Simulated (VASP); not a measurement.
A run of VASP 6.6.1:

INCAR

```
SYSTEM = Ba
PREC     = Accurate       ! precision mode
ENCUT    = 520            ! plane-wave cutoff, eV
EDIFF    = 1E-6           ! SCF threshold, eV
ISMEAR   = -1             ! smearing method
SIGMA    = 1.0            ! smearing width, eV
LREAL    = .FALSE.        ! projectors in reciprocal space
LASPH    = .TRUE.         ! aspherical terms in the spheres
NELM     = 60             ! most SCF steps
ALGO     = Normal         ! electronic algorithm
ISIF     = 2              ! what is computed and relaxed
LWAVE    = .FALSE.        ! write WAVECAR
LCHARG   = .FALSE.        ! write CHGCAR
GGA      = CA             ! functional
NBANDS   = 11             ! bands
```

File KPOINTS:

```
Automatic mesh
0
G
  9 9 9
  0 0 0
```

Contents of POSCAR:

```
Ba
1.0
   -2.3789385306      2.3789385306      2.3789385306
    2.3789385306     -2.3789385306      2.3789385306
    2.3789385306      2.3789385306     -2.3789385306
Ba
1
Direct
    0.0000000000      0.0000000000      0.0000000000
```

Potentials or basis: VASP PAW LDA potentials, release 64 (Ba_sv).

The run is started by

```sh
$ cat potpaw_LDA.64/Ba_sv/POTCAR > POTCAR
$ mpirun -np 1 vasp_std > vasp.out
```

Hardware: 1 thread of Intel(R) Xeon(R) Platinum 8259CL CPU @ 2.50GHz (Skylake/Cascade Lake), on a shared host.

How long does it take, and how much memory?

Run time: 11 s on 1 thread of Intel(R) Xeon(R) Platinum 8259CL CPU @ 2.50GHz (Skylake/Cascade Lake), on a shared host, peak memory 0.15 GiB. Counts: scf iterations 10, k points 35.
